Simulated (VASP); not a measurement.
B, 2 atoms in the cell. It takes space group P6/mmm (No. 191, hexagonal). The conventional cell has a = 3.020 Å, b = 3.020 Å, c = 3.050 Å, α = 90.00°, β = 90.00°, γ = 120.00°. Within 2.3 Å of B (site symmetry -6m2) lie 3 B at 1.74 Å. 

| Item | Value |
| --- | --- |
| Program | VASP 6.6.1 |
| Task | single point |
| Functional | LDA |
| Potentials or basis | VASP PAW LDA potentials, release 64 (B) |
| Cutoff | 500 eV |
| k mesh | 11 × 11 × 9 |
| Occupations | fermi-dirac, width 0.1 eV |
| Spin | no spin polarisation |
| Dipole correction | no |
| Further INCAR settings | ALGO = Normal; EDIFF = 1e-06; NBANDS = 10 |

Potentials or basis: VASP PAW LDA potentials, release 64 (B).

Launch:

```bash
$ cat potpaw_LDA.64/B/POTCAR > POTCAR
$ mpirun -np 1 vasp_std > vasp.out
```

Hardware: 1 thread of Intel Xeon 8259CL, on a shared host.

Task: Estimate the wall time of this run.

Result: Run time: 16 s on 1 thread of Intel Xeon 8259CL, on a shared host, peak memory 0.13 GiB. Counts: scf iterations 11, k points 80.
